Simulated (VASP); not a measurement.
# CsIrO3 (Pm-3m) in VASP: single point with LDA

Aim: the single point of CsIrO3 with LDA.

Program: VASP 6.6.1. These are calculated values, not measurements. Logs are shortened: lines on timing, memory, paths and dates and some standing lists are left out, and cuts for length are marked.

## 1. The cell of the first run

Symmetry: Pm-3m, No. 221, cubic system. Conventional cell: a = 3.976 Å, b = 3.976 Å, c = 3.976 Å, α = 90.00°, β = 90.00°, γ = 90.00°. Cs (site symmetry m-3m) has 12 O at 2.81 Å and 8 Ir at 3.44 Å within 3.7 Å. Ir (site symmetry m-3m) has 6 O at 1.99 Å within 2.6 Å. Within 2.6 Å of O (site symmetry 4/mmm) lie 2 Ir at 1.99 Å.

## 2. Single point, LDA, collinear spin

Contents of INCAR:

```
SYSTEM = CsIrO3
PREC = Accurate
ENCUT = 520
EDIFF = 1E-6
ISMEAR = -1
SIGMA = 0.02
LREAL = .FALSE.
LASPH = .TRUE.
NELM = 150
ALGO = Normal
ISIF = 2
LWAVE = .FALSE.
LCHARG = .TRUE.
ISPIN = 2
MAGMOM = 0 0.5 0 0 0
LORBIT = 11
LMAXMIX = 4
GGA = CA
LELF = .TRUE.
LVHAR = .TRUE.
NBANDS = 30
```

Contents of KPOINTS:

```
Automatic mesh
0
G
  11 11 11
  0 0 0
```

Contents of POSCAR:

```
CsIrO3
1.0
    3.9756552620      0.0000000000      0.0000000000
    0.0000000000      3.9756552620      0.0000000000
    0.0000000000      0.0000000000      3.9756552620
Cs Ir O
1 1 3
Direct
    0.0000000000      0.0000000000      0.0000000000
    0.5000000000      0.5000000000      0.5000000000
    0.5000000000      0.5000000000      0.0000000000
    0.0000000000      0.5000000000      0.5000000000
    0.5000000000      0.0000000000      0.5000000000
```

Potentials or basis: VASP PAW LDA potentials, release 64 (Cs_sv, Ir, O).

Run with:

```
$ cat potpaw_LDA.64/Cs_sv/POTCAR potpaw_LDA.64/Ir/POTCAR potpaw_LDA.64/O/POTCAR > POTCAR
$ mpirun -np 1 vasp_std > vasp.out
```

OUTCAR:

```text
SYSTEM = CsIrO3
   PREC = Accurate
   ENCUT = 520
   EDIFF = 1E-6
   ISMEAR = -1
   LREAL = .FALSE.
   LASPH = .TRUE.
   NELM = 150
   ISIF = 2
   ISPIN = 2
   LORBIT = 11
   GGA = CA

 ion  position               nearest neighbor table
   1  0.000  0.000  0.000-
   2  0.500  0.500  0.500-   3 1.99   4 1.99   5 1.99   3 1.99   5 1.99   4 1.99
   3  0.500  0.500  0.000-   2 1.99   2 1.99
   4  0.000  0.500  0.500-   2 1.99   2 1.99
   5  0.500  0.000  0.500-   2 1.99   2 1.99

  LATTYP: Found a simple cubic cell.
 ALAT       =     3.9756552620

  Lattice vectors:

 A1 = (   3.9756552620,   0.0000000000,   0.0000000000)
 A2 = (   0.0000000000,   3.9756552620,   0.0000000000)
 A3 = (   0.0000000000,   0.0000000000,   3.9756552620)

Analysis of symmetry for initial positions (statically):
=====================================================================
 Subroutine PRICEL returns:
 Original cell was already a primitive cell.

 Routine SETGRP: Setting up the symmetry group for a
 simple cubic supercell.

 Subroutine GETGRP returns: Found 48 space group operations
 (whereof 48 operations were pure point group operations)
 out of a pool of 48 trial point group operations.

The static configuration has the point symmetry O_h .

Analysis of symmetry for dynamics (positions and initial velocities):
=====================================================================
 Subroutine PRICEL returns:
 Original cell was already a primitive cell.

 Routine SETGRP: Setting up the symmetry group for a
 simple cubic supercell.

 Subroutine GETGRP returns: Found 48 space group operations
 (whereof 48 operations were pure point group operations)
 out of a pool of 48 trial point group operations.

The dynamic configuration has the point symmetry O_h .

Analysis of structural, dynamic, and magnetic symmetry:
=====================================================================
 Subroutine PRICEL returns:
 Original cell was already a primitive cell.

 Routine SETGRP: Setting up the symmetry group for a
 simple cubic supercell.

 Subroutine GETGRP returns: Found 48 space group operations
 (whereof 48 operations were pure point group operations)
 out of a pool of 48 trial point group operations.

The overall configuration has the point symmetry O_h .

 Subroutine INISYM returns: Found 48 space group operations
 (whereof 48 operations are pure point group operations),
 and found     1 'primitive' translations

----------------------------------------------------------------------------------------

                                     Primitive cell

  volume of cell :      62.8386

  direct lattice vectors                    reciprocal lattice vectors
     3.975655262  0.000000000  0.000000000     0.251530863  0.000000000  0.000000000
     0.000000000  3.975655262  0.000000000     0.000000000  0.251530863  0.000000000
     0.000000000  0.000000000  3.975655262     0.000000000  0.000000000  0.251530863

  length of vectors
     3.975655262  3.975655262  3.975655262     0.251530863  0.251530863  0.251530863

  position of ions in fractional coordinates (direct lattice)
     0.000000000  0.000000000  0.000000000
     0.500000000  0.500000000  0.500000000
     0.500000000  0.500000000  0.000000000
     0.000000000  0.500000000  0.500000000
     0.500000000  0.000000000  0.500000000

  ion indices of the primitive-cell ions
   primitive index   ion index
                 1           1
                 2           2
                 3           3
                 4           4
                 5           5

----------------------------------------------------------------------------------------

 KPOINTS: Automatic mesh

Automatic generation of k-mesh.
 Grid dimensions read from file:
 generate k-points for:   11   11   11

 Generating k-lattice:

  Cartesian coordinates                     Fractional coordinates (reciprocal lattice)
     0.022866442  0.000000000  0.000000000     0.090909091  0.000000000  0.000000000
     0.000000000  0.022866442  0.000000000     0.000000000  0.090909091  0.000000000
     0.000000000  0.000000000  0.022866442     0.000000000  0.000000000  0.090909091

  Length of vectors
     0.022866442  0.022866442  0.022866442

  Shift w.r.t. Gamma in fractional coordinates (k-lattice)
     0.000000000  0.000000000  0.000000000

 Subroutine IBZKPT returns following result:
 ===========================================

 Found     56 irreducible k-points:

 Following reciprocal coordinates:
            Coordinates               Weight
  0.000000  0.000000  0.000000      1.000000
  0.090909  0.000000  0.000000      6.000000
  0.181818  0.000000  0.000000      6.000000
  0.272727  0.000000  0.000000      6.000000
  0.363636  0.000000  0.000000      6.000000
  0.454545  0.000000  0.000000      6.000000
[... 16 lines left out ...]
  0.181818  0.090909  0.090909     24.000000
  0.272727  0.090909  0.090909     24.000000
 [... further k-points ...]
   k-points           NKPTS =     56   k-points in BZ     NKDIM =     56   number of bands    NBANDS=     30
   number of dos      NEDOS =    301   number of ions     NIONS =      5
   total plane-waves  NPLWV =  27000
   dimension x,y,z NGX =    30 NGY =   30 NGZ =   30
   dimension x,y,z NGXF=    60 NGYF=   60 NGZF=   60
   ions per type =               1   1   3
   NGX,Y,Z   is equivalent  to a cutoff of  12.54, 12.54, 12.54 a.u.
   NGXF,Y,Z  is equivalent  to a cutoff of  25.09, 25.09, 25.09 a.u.
 SYSTEM =  CsIrO3
   PREC   = accura    normal or accurate (medium, high low for compatibility)
   ISTART =      0    job   : 0-new  1-cont  2-samecut
   ICHARG =      2    charge: 1-file 2-atom 10-const
   ISPIN  =      2    spin polarized calculation?
   LNONCOLLINEAR =      F non collinear calculations
   LSORBIT =      F    spin-orbit coupling
   LASPH  =      T    aspherical Exc in radial PAW
   ENCUT  =  520.0 eV  38.22 Ry    6.18 a.u.   7.39  7.39  7.39*2*pi/ulx,y,z
   NELM   =    150;   NELMIN=  2; NELMDL= -5     # of ELM steps
   EDIFF  = 0.1E-05   stopping-criterion for ELM
   LREAL  =      F    real-space projection
   EDIFFG = 0.1E-04   stopping-criterion for IOM
   NSW    =      0    number of steps for IOM
   IBRION =     -1    ionic relax: 0-MD 1-quasi-New 2-CG
   NFREE  =      0    steps in history (QN), initial steepest desc. (CG)
   ISIF   =      2    stress and relaxation
   ISYM   =      2    0-nonsym 1-usesym 2-fastsym
   POTIM  = 0.5000    time-step for ionic-motion
   TEBEG  =    0.0;   TEEND  =   0.0 temperature during run
   PSTRESS=    0.0 pullay stress
   NELECT =      36.0000    total number of electrons
   NUPDOWN=      -1.0000    fix difference up-down
   EMIN   =  10.00;   EMAX   =-10.00  energy-range for DOS
   EFERMI =   0.00;   METHOD = LEGACY
   ISMEAR =    -1;   SIGMA  =   0.02  broadening in eV -4-tet -1-fermi 0-gaus
   EFERMI_NEDOS =   21; number of points for ismear=-14 and -15
   IALGO  =     38    algorithm
   IMIX   =      4    mixing-type and parameters
     AMIX     =   0.40;   BMIX     =  1.00
     AMIX_MAG =   1.60;   BMIX_MAG =  1.00
  volume/ion in A,a.u.               =      12.57        84.81
  Fermi-wavevector in a.u.,A,eV,Ry     =   1.359670  2.569404 25.153136  1.848703
  Thomas-Fermi vector in A             =   2.486398
   LORBIT       =     11    0 simple, 1 ext, 2 COOP (PROOUT), +10 PAW based schemes
   GGA     = CA    functional components
   LHFCALC =     F    Hartree Fock is set to
   AEXX    =    0.0000 exact exchange contribution
   IVDW    =     0    specifies the selected vdW correction
   LEPSILON=     F    determine dielectric tensor
   LRPA    =     F    only Hartree local field effects (RPA)
 spin polarized calculation
  energy-cutoff  :      520.00
  volume of cell :       62.84
 maximum number of plane-waves:      1743
 NGX is ok and might be reduce to    30
   NGX = 15   NGY = 15   NGZ = 15

 number of electron      35.9999983 magnetization       0.1311519

 Free energy of the ion-electron system (eV)
  ---------------------------------------------------
  ext. energy  EPLUGINS =         0.00000000
  ---------------------------------------------------
  free energy    TOTEN  =       -32.48848038 eV

  energy without entropy =      -32.48078530  energy(sigma->0) =      -32.48463284

 E-fermi :   4.9191     XC(G=0): -12.1360

 val. band max:        4.9185450532   @ k =   0.4545   0.2727   0.0909
 cond. band min:       4.9211400766   @ k =   0.0909   0.0000   0.0000
 fundamental gap:      0.0025950234
 Fermi energy:         4.9190983331

 spin component 1

 k-point     1 :       0.0000    0.0000    0.0000
  band No.  band energies     occupation
      1     -15.8284      1.00000
      2     -13.3743      1.00000
      3     -13.3743      1.00000
      4     -12.7001      1.00000
      5      -2.4485      1.00000
      6      -2.4485      1.00000
[... 781 lines left out ...]
     29      19.8550      0.00000
     30      21.2015      0.00000

 [... further k-points ...]

 spin component 2

 k-point     1 :       0.0000    0.0000    0.0000
  band No.  band energies     occupation
      1     -15.8141      1.00000
      2     -13.3429      1.00000
      3     -13.3429      1.00000
      4     -12.6835      1.00000
      5      -2.4376      1.00000
      6      -2.4376      1.00000
[... 781 lines left out ...]
     29      19.8713      0.00000
     30      21.2167      0.00000

 [... further k-points ...]

------------------------ aborting loop because EDIFF is reached ----------------------------------------

  FORCE on cell =-STRESS in cart. coord.  units (eV):
  Direction    XX          YY          ZZ          XY          YZ          ZX
  --------------------------------------------------------------------------------------
  -------------------------------------------------------------------------------------
  Total        0.9448665      0.9448665      0.9448665      0.0000000      0.0000000      0.0000000
  in kB       24.0910025     24.0910025     24.0910025      0.0000000      0.0000000      0.0000000
  external PRESSURE =      24.0910025 kB  Pullay stress =       0.0000000 kB

 VOLUME and BASIS-vectors are now :
 -----------------------------------------------------------------------------
  energy-cutoff  :      520.00
  volume of cell :       62.84
      direct lattice vectors                 reciprocal lattice vectors
     3.975655262  0.000000000  0.000000000     0.251530863  0.000000000  0.000000000
     0.000000000  3.975655262  0.000000000     0.000000000  0.251530863  0.000000000
     0.000000000  0.000000000  3.975655262     0.000000000  0.000000000  0.251530863

 POSITION                                       TOTAL-FORCE (eV/Angst)
 -----------------------------------------------------------------------------------
      0.00000      0.00000      0.00000         0.000000      0.000000      0.000000
      1.98783      1.98783      1.98783         0.000000      0.000000      0.000000
      1.98783      1.98783      0.00000         0.000000      0.000000      0.000000
      0.00000      1.98783      1.98783         0.000000      0.000000      0.000000
      1.98783      0.00000      1.98783         0.000000      0.000000      0.000000
 -----------------------------------------------------------------------------------
    total drift:                                0.000000      0.000000     -0.000000

  FREE ENERGIE OF THE ION-ELECTRON SYSTEM (eV)
  ---------------------------------------------------
  free  energy   TOTEN  =       -32.4884803765 eV

  energy  without entropy=      -32.4807853040  energy(sigma->0) =      -32.48463284

 total charge

# of ion       s       p       d       tot
------------------------------------------
    1        1.839   4.705   0.131   6.675
    2        0.590   0.825   6.739   8.155
    3        1.550   3.407   0.000   4.957
    4        1.550   3.407   0.000   4.957
    5        1.550   3.407   0.000   4.957
--------------------------------------------------
tot          7.080  15.749   6.871  29.700

 magnetization (x)

# of ion       s       p       d       tot
------------------------------------------
    1        0.000   0.002   0.000   0.002
    2       -0.000  -0.000   0.059   0.059
    3        0.000   0.019   0.000   0.019
    4        0.000   0.019   0.000   0.019
    5        0.000   0.019   0.000   0.019
--------------------------------------------------
tot          0.001   0.057   0.059   0.117
```

Run time: 3 min. Hardware: 1 thread of Intel Xeon Platinum 8259CL at 2.50GHz (Skylake/Cascade Lake), shared host; peak memory 0.28 GiB.

Results:

| Property | Result |
| --- | --- |
| Free energy | -32.4885 eV |
| Pressure | 2.4 GPa |
| Net moment | 0.13 μB per cell |
| Site moments | Cs +0.00; Ir +0.06; O +0.02 μB |
| Valence electrons inside the program's atomic spheres | Cs 6.67; Ir 8.15; O 4.96 |

Caveat: spin-orbit coupling is left out, which moves the levels of the heavy elements.
